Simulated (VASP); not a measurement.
Wanted: the native input for a VASP 6.6.1 run.

- Task: relaxation of cell and atoms
- Functional: PBE
- Potentials or basis: VASP PAW PBE potentials, release 64 (Pr_3, F), 4f in core
- Cutoff: 600 eV
- k mesh: 12 × 12 × 14
- Occupations: gaussian, width 0.1 eV
- Spin: no spin polarisation
- Dipole correction: no
- Further INCAR settings: ALGO = Normal; EDIFF = 1e-07; IBRION = 2; EDIFFG = -0.01; NSW = 100; ISIF = 3

The structure of Pr2F lies in POSCAR:

```
Pr2F
1.0
    5.2028906117      0.0000000000      0.0000000000
   -2.6014453058      4.5058354428      0.0000000000
    0.0000000000      0.0000000000      3.3789221658
Pr F
2 1
Direct
    0.3333333333      0.6666666667      0.5000000000
    0.6666666667      0.3333333333      0.5000000000
    0.0000000000      0.0000000000      0.5000000000
```

The cell was generated, and may not be a known phase.

One way to write it, as run:

INCAR

```
SYSTEM = Pr2F
PREC     = Accurate       ! precision mode
ENCUT    = 600            ! plane-wave cutoff, eV
EDIFF    = 1E-7           ! SCF threshold, eV
ISMEAR   = 0              ! smearing method
SIGMA    = 0.1            ! smearing width, eV
LREAL    = .False.        ! projectors in reciprocal space
LASPH    = .True.         ! aspherical terms in the spheres
NELM     = 200            ! most SCF steps
ALGO     = Normal         ! electronic algorithm
ISIF     = 3              ! what is computed and relaxed
LWAVE    = .False.        ! write WAVECAR
LCHARG   = .False.        ! write CHGCAR
GGA      = PE             ! functional
IBRION   = 2              ! ionic algorithm
NSW      = 100            ! ionic steps
EDIFFG   = -0.01          ! ionic threshold
GGA_COMPAT= .False.      
NELMIN   = 4            
LMAXMIX  = 6              ! l up to which the mixer works
```

KPOINTS

```
Automatic mesh
0
Gamma
  12 12 14
  0 0 0
```

Potentials or basis: VASP PAW PBE potentials, release 64 (Pr_3, F), 4f in core.

Run with:

```console
$ cat potpaw_PBE.64/Pr_3/POTCAR potpaw_PBE.64/F/POTCAR > POTCAR
$ mpirun -np 1 vasp_std > vasp.out
```

Results of the run:

| Property | Result |
| --- | --- |
| Relaxed volume | 25.85 Å³/atom |
| Relaxed cell | a = 5.134 Å, b = 5.134 Å, c = 3.397 Å, α = 90.00°, β = 90.00°, γ = 120.00° |
| Space group after relaxing (to 0.1 Å) | P6/mmm (No. 191) |
| Energy gained by relaxing | 2.9 meV/atom |
| Ionic steps | 3 |
| Pressure after relaxing | 0.0 GPa |
| Band gap on the k mesh | zero (an odd number of electrons rules out a gap without spin polarisation) |

Caveat: spin-orbit coupling is left out, which moves the levels of the heavy elements; the 4f electrons are frozen in the core, so they carry no moment and show no levels; the run has no spin polarisation, though such a crystal can be magnetic.

Run time: 8.1 min on 1 thread of AMD EPYC 9R45 96-Core Processor (Zen 5), with other jobs on the host, peak memory 0.37 GiB.
